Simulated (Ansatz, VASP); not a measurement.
**Zr in VASP and in Ansatz**

```xyz
1
Lattice="-1.5719 1.5719 2.2402 1.5719 -1.5719 2.2402 1.5719 1.5719 -2.2402" Properties=species:S:1:pos:R:3 pbc="T T T"
Zr    0.0000    0.0000    0.0000
```

Alike in both runs: functional PBEsol; k mesh 8 × 8 × 8; occupations gaussian, width 0.1 eV; no spin polarisation.

Ansatz relaxed the structure, and its values are those at the end. VASP's run is a single point on that final structure, the one shown.

|  | VASP | Ansatz |
| --- | --- | --- |
| version | VASP 6.6.1 | Ansatz 0.2.0 |
| potentials or method | VASP PAW PBE potentials, release 64 (Zr_sv), cutoff 500 eV | scalar-relativistic, plane waves, PAW |
| valence electrons in the cell | 12 | 12 |

Ansatz gave:

| Quantity | Value |
| --- | --- |
| gap on the k mesh at the Fermi level (eV) | none |
| pressure (GPa) | 0.1 |

Question: Estimate VASP's values.

Answer: gap on the k mesh at the Fermi level (eV): none; pressure (GPa): 0.2.

VASP's potentials were made for PBE, not for PBEsol. A gap of «none» marks a metal or a gap that the smearing closes.
